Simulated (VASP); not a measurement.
# In4Sb3As (P-4m2) in VASP: further runs

In4Sb3As is run at these levels: PBE; tasks: single point, relaxation of cell and atoms.

Everything below comes from runs of VASP 6.6.1. Logs are shortened: lines on timing, memory, paths and dates and some standing lists are left out, and cuts for length are marked.

## Step 1: The cell of the first run

It takes space group P-4m2 (No. 115, tetragonal). The conventional cell has a = 4.641 Å, b = 4.641 Å, c = 12.893 Å, α = 90.00°, β = 90.00°, γ = 90.00°. Within 3.8 Å of In (site symmetry 2mm) lie 4 Sb at 2.85 to 2.86 Å. In (site symmetry 2mm) has 2 As at 2.74 Å and 2 Sb at 2.86 Å within 3.6 Å. Sb (site symmetry 2mm) has 4 In at 2.85 to 2.86 Å within 3.8 Å. Sb (site symmetry -4m2) has 4 In at 2.86 Å within 3.8 Å. As (site symmetry -4m2) has 4 In at 2.74 Å within 3.6 Å.

## Step 2: Single point, PBE

Contents of INCAR:

```
PREC     = Accurate       # precision mode
ENCUT    = 520            # plane-wave cutoff, eV
EDIFF    = 1E-6           # SCF threshold, eV
ISMEAR   = 0              # smearing method
SIGMA    = 0.1            # smearing width, eV
LREAL    = False          # projectors in reciprocal space
LASPH    = True           # aspherical terms in the spheres
NELM     = 60             # most SCF steps
ALGO     = Normal         # electronic algorithm
ISIF     = 2              # what is computed and relaxed
LWAVE    = False          # write WAVECAR
LCHARG   = False          # write CHGCAR
GGA      = PE             # functional
NBANDS   = 46             # bands
```

Contents of KPOINTS:

```
regular mesh
0
Gamma
  4 4 2
```

Contents of POSCAR:

```
In4Sb3As
1.0
    4.6413502196      0.0000000000      0.0000000000
    0.0000000000      4.6413502196      0.0000000000
    0.0000000000      0.0000000000     12.8930093082
In Sb As
4 3 1
Direct
    0.5000000000      0.0000000000      0.8706279611
    0.0000000000      0.5000000000      0.1293720389
    0.5000000000      0.0000000000      0.3874991292
    0.0000000000      0.5000000000      0.6125008708
    0.0000000000      0.0000000000      0.7416879363
    0.5000000000      0.5000000000      0.0000000000
    0.0000000000      0.0000000000      0.2583120637
    0.5000000000      0.5000000000      0.5000000000
```

Potentials or basis: VASP PAW PBE potentials, release 64 (In_d, Sb, As).

On the command line:

```console
$ cat potpaw_PBE.64/In_d/POTCAR potpaw_PBE.64/Sb/POTCAR potpaw_PBE.64/As/POTCAR > POTCAR
$ mpirun -np 1 vasp_std > vasp.out
```

OUTCAR:

```text
PREC = Accurate
   ENCUT = 520
   EDIFF = 1E-6
   ISMEAR = 0
   LREAL = False
   LASPH = True
   NELM = 60
   ISIF = 2
   GGA = PE

 ion  position               nearest neighbor table
   1  0.500  0.000  0.871-   5 2.85   5 2.85   6 2.86   6 2.86
   2  0.000  0.500  0.129-   7 2.85   7 2.85   6 2.86   6 2.86
   3  0.500  0.000  0.387-   8 2.74   8 2.74   7 2.86   7 2.86
   4  0.000  0.500  0.613-   8 2.74   8 2.74   5 2.86   5 2.86
   5  0.000  0.000  0.742-   1 2.85   1 2.85   4 2.86   4 2.86
   6  0.500  0.500  0.000-   1 2.86   2 2.86   1 2.86   2 2.86
   7  0.000  0.000  0.258-   2 2.85   2 2.85   3 2.86   3 2.86
   8  0.500  0.500  0.500-   3 2.74   4 2.74   3 2.74   4 2.74

  LATTYP: Found a simple tetragonal cell.
 ALAT       =     4.6413502196
 C/A-ratio  =     2.7778574549

  Lattice vectors:

 A1 = (   4.6413502196,   0.0000000000,   0.0000000000)
 A2 = (   0.0000000000,   4.6413502196,   0.0000000000)
 A3 = (   0.0000000000,   0.0000000000,  12.8930093082)

Analysis of symmetry for initial positions (statically):
=====================================================================
 Subroutine PRICEL returns:
 Original cell was already a primitive cell.

 Routine SETGRP: Setting up the symmetry group for a
 simple tetragonal supercell.

 Subroutine GETGRP returns: Found  8 space group operations
 (whereof  8 operations were pure point group operations)
 out of a pool of 16 trial point group operations.

The static configuration has the point symmetry D_2d.

Analysis of symmetry for dynamics (positions and initial velocities):
=====================================================================
 Subroutine PRICEL returns:
 Original cell was already a primitive cell.

 Routine SETGRP: Setting up the symmetry group for a
 simple tetragonal supercell.

 Subroutine GETGRP returns: Found  8 space group operations
 (whereof  8 operations were pure point group operations)
 out of a pool of 16 trial point group operations.

The dynamic configuration has the point symmetry D_2d.

 Subroutine INISYM returns: Found  8 space group operations
 (whereof  8 operations are pure point group operations),
 and found     1 'primitive' translations

[... 94 lines left out ...]
   LREAL  =      F    real-space projection
   EDIFFG = 0.1E-04   stopping-criterion for IOM
   NSW    =      0    number of steps for IOM
   IBRION =     -1    ionic relax: 0-MD 1-quasi-New 2-CG
   NFREE  =      0    steps in history (QN), initial steepest desc. (CG)
   ISIF   =      2    stress and relaxation
   ISYM   =      2    0-nonsym 1-usesym 2-fastsym
   POTIM  = 0.5000    time-step for ionic-motion
   TEBEG  =    0.0;   TEEND  =   0.0 temperature during run
   PSTRESS=    0.0 pullay stress
   NELECT =      72.0000    total number of electrons
   NUPDOWN=      -1.0000    fix difference up-down
   EMIN   =  10.00;   EMAX   =-10.00  energy-range for DOS
   EFERMI =   0.00;   METHOD = LEGACY
   ISMEAR =     0;   SIGMA  =   0.10  broadening in eV -4-tet -1-fermi 0-gaus
   EFERMI_NEDOS =   21; number of points for ismear=-14 and -15
   IALGO  =     38    algorithm
   IMIX   =      4    mixing-type and parameters
     AMIX     =   0.40;   BMIX     =  1.00
     AMIX_MAG =   1.60;   BMIX_MAG =  1.00
  volume/ion in A,a.u.               =      34.72       234.29
  Fermi-wavevector in a.u.,A,eV,Ry     =   1.043850  1.972590 14.825212  1.089622
  Thomas-Fermi vector in A             =   2.178577
   LORBIT       =      0    0 simple, 1 ext, 2 COOP (PROOUT), +10 PAW based schemes
   GGA     = PE    functional components
   LHFCALC =     F    Hartree Fock is set to
   AEXX    =    0.0000 exact exchange contribution
   IVDW    =     0    specifies the selected vdW correction
   LEPSILON=     F    determine dielectric tensor
   LRPA    =     F    only Hartree local field effects (RPA)
 non-spin polarized calculation
 Gauss-broadening in eV      SIGMA  =   0.10
  energy-cutoff  :      520.00
  volume of cell :      277.74
 maximum number of plane-waves:      7543
 NGX is ok and might be reduce to    36
   NGX = 17   NGY = 17   NGZ = 47

 number of electron      71.9999962 magnetization

 Free energy of the ion-electron system (eV)
  ---------------------------------------------------
  ext. energy  EPLUGINS =         0.00000000
  ---------------------------------------------------
  free energy    TOTEN  =       -28.28642721 eV

  energy without entropy =      -28.28162982  energy(sigma->0) =      -28.28402852

 E-fermi :   4.3406     XC(G=0):  -8.4770

 val. band max:        4.3255836249   @ k =   0.0000   0.0000   0.0000
 cond. band min:       4.5601265385   @ k =   0.5000   0.0000   0.0000
 fundamental gap:      0.2345429136
 Fermi energy:         4.3405951628

 k-point     1 :       0.0000    0.0000    0.0000
  band No.  band energies     occupation
      1     -10.2382      2.00000
      2     -10.1787      2.00000
      3     -10.1756      2.00000
      4     -10.1651      2.00000
      5     -10.1651      2.00000
      6     -10.1411      2.00000
[... 577 lines left out ...]
     45      10.5800      0.00000
     46      10.5905      0.00000

------------------------ aborting loop because EDIFF is reached ----------------------------------------

  FORCE on cell =-STRESS in cart. coord.  units (eV):
  Direction    XX          YY          ZZ          XY          YZ          ZX
  --------------------------------------------------------------------------------------
  -------------------------------------------------------------------------------------
  Total        0.2872908      0.2872908      0.1199841      0.0000000      0.0000000      0.0000000
  in kB        1.6572550      1.6572550      0.6921357      0.0000000      0.0000000      0.0000000
  external PRESSURE =       1.3355486 kB  Pullay stress =       0.0000000 kB

 VOLUME and BASIS-vectors are now :
 -----------------------------------------------------------------------------
  energy-cutoff  :      520.00
  volume of cell :      277.74
      direct lattice vectors                 reciprocal lattice vectors
     4.641350220  0.000000000  0.000000000     0.215454545  0.000000000  0.000000000
     0.000000000  4.641350220  0.000000000     0.000000000  0.215454545  0.000000000
     0.000000000  0.000000000 12.893009308     0.000000000  0.000000000  0.077561411

 POSITION                                       TOTAL-FORCE (eV/Angst)
 -----------------------------------------------------------------------------------
      2.32068      0.00000     11.22501         0.000000     -0.000000      0.000798
      0.00000      2.32068      1.66799         0.000000      0.000000     -0.000798
      2.32068      0.00000      4.99603        -0.000000      0.000000     -0.001839
      0.00000      2.32068      7.89698         0.000000      0.000000      0.001839
      0.00000      0.00000      9.56259         0.000000      0.000000     -0.003295
      2.32068      2.32068      0.00000         0.000000      0.000000      0.000000
      0.00000      0.00000      3.33042         0.000000      0.000000      0.003295
      2.32068      2.32068      6.44650         0.000000     -0.000000      0.000000
 -----------------------------------------------------------------------------------
    total drift:                                0.000000      0.000000      0.000000

  FREE ENERGIE OF THE ION-ELECTRON SYSTEM (eV)
  ---------------------------------------------------
  free  energy   TOTEN  =       -28.2864272133 eV

  energy  without entropy=      -28.2816298229  energy(sigma->0) =      -28.28402852
```

OSZICAR:

```text
N       E                     dE             d eps       ncg     rms          rms(c)
DAV:   1     0.661767707196E+03    0.66177E+03   -0.30849E+04  1104   0.161E+03
DAV:   2     0.530874083889E+02   -0.60868E+03   -0.59481E+03  1104   0.415E+02
DAV:   3    -0.242416831421E+02   -0.77329E+02   -0.75639E+02  1320   0.168E+02
DAV:   4    -0.286757605986E+02   -0.44341E+01   -0.44071E+01  1302   0.405E+01
DAV:   5    -0.288533440542E+02   -0.17758E+00   -0.17752E+00  1498   0.822E+00    0.815E+00
DAV:   6    -0.283155964979E+02    0.53775E+00   -0.10357E+00  1506   0.875E+00    0.456E+00
DAV:   7    -0.282858437110E+02    0.29753E-01   -0.64754E-01  1606   0.398E+00    0.109E+00
DAV:   8    -0.282822443327E+02    0.35994E-02   -0.81727E-02  1446   0.233E+00    0.657E-01
DAV:   9    -0.282846527456E+02   -0.24084E-02   -0.10980E-02  1406   0.476E-01    0.402E-01
DAV:  10    -0.282860102744E+02   -0.13575E-02   -0.30395E-03  1342   0.325E-01    0.116E-01
DAV:  11    -0.282863647078E+02   -0.35443E-03   -0.68069E-04  1246   0.116E-01    0.363E-02
DAV:  12    -0.282864104705E+02   -0.45763E-04   -0.10349E-04  1526   0.488E-02    0.298E-02
DAV:  13    -0.282864247974E+02   -0.14327E-04   -0.42611E-05  1206   0.312E-02    0.237E-02
DAV:  14    -0.282864268550E+02   -0.20577E-05   -0.32779E-06   946   0.107E-02    0.267E-03
DAV:  15    -0.282864272133E+02   -0.35827E-06   -0.14363E-06   932   0.514E-03
   1 F= -.28286427E+02 E0= -.28284029E+02  d E =-.479739E-02
```

stdout:

```text
POSCAR found type information on POSCAR InSbAs
 POSCAR found :  3 types and       8 ions
 scaLAPACK will be used
 LDA part: xc-table for (Slater+PW92), standard interpolation
 POSCAR, INCAR and KPOINTS ok, starting setup
 FFT: planning ... GRIDC
 FFT: planning ... GRID_SOFT
 FFT: planning ... GRID
 WAVECAR not read
 entering main loop
```

It took 77 s on 1 thread of Intel Xeon 6975P-C (Granite Rapids), shared host; peak memory 0.42 GiB.

What came out:

```yaml
Free_energy: -28.2864 eV
Pressure: 0.1 GPa
Largest_force: 0.003 eV/Å
Band_gap_on_the_k_mesh: 0.02 eV
```

Forces in eV/Å, atoms in the order of the input:
```
In   0.000  0.000  0.001
In   0.000  0.000 -0.001
In   0.000  0.000 -0.002
In   0.000  0.000  0.002
Sb   0.000  0.000 -0.003
Sb   0.000  0.000  0.000
Sb   0.000  0.000  0.003
As   0.000  0.000  0.000
```

Stress tensor (GPa, compression positive):
```
0.17 0.00 0.00
0.00 0.17 0.00
0.00 0.00 0.07
```

Caveat: the smearing spreads over this small gap; semilocal functionals underestimate gaps, and a narrow one can read as zero; spin-orbit coupling is left out, which moves the levels of the heavy elements. A k mesh can miss the band edges.

## Step 3: Single point, PBE

This run uses another cell than the first one, of 27.02 Å³/atom.

Contents of INCAR:

```
PREC = Accurate
ENCUT = 520
EDIFF = 1E-6
ISMEAR = 0
SIGMA = 0.1
LREAL = F
LASPH = T
NELM = 80
ALGO = Normal
ISIF = 2
LWAVE = F
LCHARG = F
GGA = PE
NBANDS = 46
```

Contents of KPOINTS:

```
Automatic mesh
0
Gamma
  4 4 2
```

Contents of POSCAR:

```
In4Sb3As
1.0
    4.2438686800      0.0000000000      0.0000000000
    0.0000000000      4.2438686800      0.0000000000
    0.0000000000      0.0000000000     12.0034732800
In Sb As
4 3 1
Direct
    0.5000000000      0.0000000000      0.8750000000
    0.0000000000      0.5000000000      0.1250000000
    0.5000000000      0.0000000000      0.3750000000
    0.0000000000      0.5000000000      0.6250000000
    0.0000000000      0.0000000000      0.7500000000
    0.5000000000      0.5000000000      0.0000000000
    0.0000000000      0.0000000000      0.2500000000
    0.5000000000      0.5000000000      0.5000000000
```

Potentials or basis: VASP PAW PBE potentials, release 64 (In_d, Sb, As).

On the command line:

```console
$ cat potpaw_PBE.64/In_d/POTCAR potpaw_PBE.64/Sb/POTCAR potpaw_PBE.64/As/POTCAR > POTCAR
$ mpirun -np 1 vasp_std > vasp.out
```

Run time: 58 s. Hardware: 1 thread of Intel Xeon 6975P-C (Granite Rapids), shared host; peak memory 0.36 GiB.

Results (log left out):

```
Free energy            : -25.2259 eV
Pressure               : 18.5 GPa
Largest force          : 1.614 eV/Å
Band gap on the k mesh : 0.68 eV
```

Forces in eV/Å, atoms in the order of the input:
```
In   0.000  0.000 -0.013
In   0.000  0.000  0.013
In   0.000  0.000  1.614
In   0.000  0.000 -1.614
Sb   0.000  0.000 -0.153
Sb   0.000  0.000  0.000
Sb   0.000  0.000  0.153
As   0.000  0.000  0.000
```

Stress tensor (GPa, compression positive):
```
18.87  0.00  0.00
 0.00 18.87  0.00
 0.00  0.00 17.87
```

Levels at points of the mesh, in eV from the valence-band top:
```
           k point  band 34  band 35  band 36  band 37  band 38  band 39
(0.00, 0.00, 0.00)    -0.03     0.00     0.00     0.68     1.11     1.24
(0.50, 0.00, 0.00)    -1.36    -1.30    -1.24     0.71     1.21     2.33
(0.50, 0.50, 0.00)    -2.96    -2.96    -2.96     0.82     1.16     1.30
(0.00, 0.00, 0.50)    -0.87    -0.68    -0.68     0.95     1.05     1.77
(0.50, 0.00, 0.50)    -1.38    -1.34    -1.26     1.60     1.97     2.06
(0.50, 0.50, 0.50)    -3.30    -3.30    -3.22     1.80     1.90     2.08
```

Caveat: the cell stands under pressure; semilocal functionals underestimate gaps, and a narrow one can read as zero; spin-orbit coupling is left out, which moves the levels of the heavy elements; forces of over 1 eV/Å act on the atoms, so gaps and moduli don't describe the material at rest.

## Step 4: Relaxation of cell and atoms, PBE

This run uses another cell than the first one, of 27.02 Å³/atom.

Contents of INCAR:

```
SYSTEM = In4Sb3As
  PREC = Accurate
  ENCUT = 600
  EDIFF = 1E-6
  ISMEAR = 0
  SIGMA = 0.1
  LREAL = .False.
  LASPH = .True.
  NELM = 60
  ALGO = Normal
  ISIF = 3
  LWAVE = .False.
  LCHARG = .False.
  GGA = PE
  IBRION = 2
  NSW = 90
  EDIFFG = -0.04
```

Contents of KPOINTS:

```
Automatic mesh
0
Gamma
  4 4 2
  0 0 0
```

POSCAR is that of step 3.

On the command line:

```console
$ cat potpaw_PBE.64/In_d/POTCAR potpaw_PBE.64/Sb/POTCAR potpaw_PBE.64/As/POTCAR > POTCAR
$ mpirun -np 1 vasp_std > vasp.out
```

Wall time 8 min (1 thread of Intel Xeon 6975P-C (Granite Rapids), shared host); peak memory 0.44 GiB.

The run converged. Its results:

| Quantity | Value |
| --- | --- |
| Free energy | -28.2771 eV |
| Relaxed volume | 34.94 Å³/atom |
| Relaxed cell | a = 4.663 Å, b = 4.663 Å, c = 12.856 Å, α = 90.00°, β = 90.00°, γ = 90.00° |
| Space group after relaxing (to 0.1 Å) | P-4m2 (No. 115) |
| Energy gained by relaxing | 381.4 meV/atom |
| Ionic steps | 10 |
| Pressure after relaxing | -0.1 GPa |
| Largest force after relaxing | 0.011 eV/Å |
| Band gap on the k mesh | 0.06 eV |

Forces on the atoms (eV/Å):
```
In   0.000  0.000  0.001
In   0.000  0.000 -0.001
In   0.000  0.000  0.011
In   0.000  0.000 -0.011
Sb   0.000  0.000  0.002
Sb   0.000  0.000  0.000
Sb   0.000  0.000 -0.002
As   0.000  0.000  0.000
```

Stress tensor (GPa, compression positive):
```
-0.14  0.00  0.00
 0.00 -0.14  0.00
 0.00  0.00 -0.05
```

Step by step:
```
step  energy change (eV)  largest force (eV/Å)  pressure (GPa)  volume (Å³)
   1              0.0000                1.6136           18.56       216.19
   2             -2.2113                0.1748           -4.25       329.70
   3             -2.9737                0.4594           -0.02       279.95
   4             -2.9736                0.4458           -0.20       281.34
   5             -2.9957                0.3220           -0.17       280.81
   6             -3.0293                0.2476           -0.03       279.20
   7             -3.0302                0.2536            0.00       278.90
   8             -3.0427                0.1344            0.03       278.57
   9             -3.0491                0.1069            0.08       278.12
  10             -3.0508                0.0108           -0.11       279.49
```

Final structure:
```
In Sb As
1.0
     4.66259    0.00000    0.00000
     0.00000    4.66259    0.00000
     0.00000    0.00000   12.85597
In Sb As
4 3 1
Direct
  0.50000 0.00000 0.87064
  0.00000 0.50000 0.12936
  0.50000 0.00000 0.38736
  0.00000 0.50000 0.61264
  0.00000 0.00000 0.74168
  0.50000 0.50000 0.00000
  0.00000 0.00000 0.25832
  0.50000 0.50000 0.50000
```

Levels at points of the mesh, in eV from the valence-band top:
```tsv
k point	band 33	band 34	band 35	band 36	band 37	band 38	band 39	band 40
(0.00, 0.00, 0.00)	-1.18	-0.66	0.00	0.00	0.06	1.28	1.46	1.62
(0.50, 0.00, 0.00)	-0.83	-0.82	-0.82	-0.80	0.26	0.65	1.80	2.10
(0.50, 0.50, 0.00)	-2.03	-1.98	-1.98	-1.95	1.49	1.56	1.56	1.59
(0.00, 0.00, 0.50)	-0.61	-0.61	-0.38	-0.38	1.13	1.18	1.45	1.48
(0.50, 0.00, 0.50)	-1.45	-0.84	-0.83	-0.82	0.97	1.42	1.48	1.57
(0.50, 0.50, 0.50)	-2.27	-2.27	-2.22	-2.18	2.22	2.22	2.29	2.33
```

Caveat: the volume moved by over 15 % at a fixed basis, so the end points are rough; semilocal functionals underestimate gaps, and a narrow one can read as zero; spin-orbit coupling is left out, which moves the levels of the heavy elements.

(Part 1 of 2 ends here.)

The gap in the log of VASP goes by the Fermi energy; the results here count the filled bands.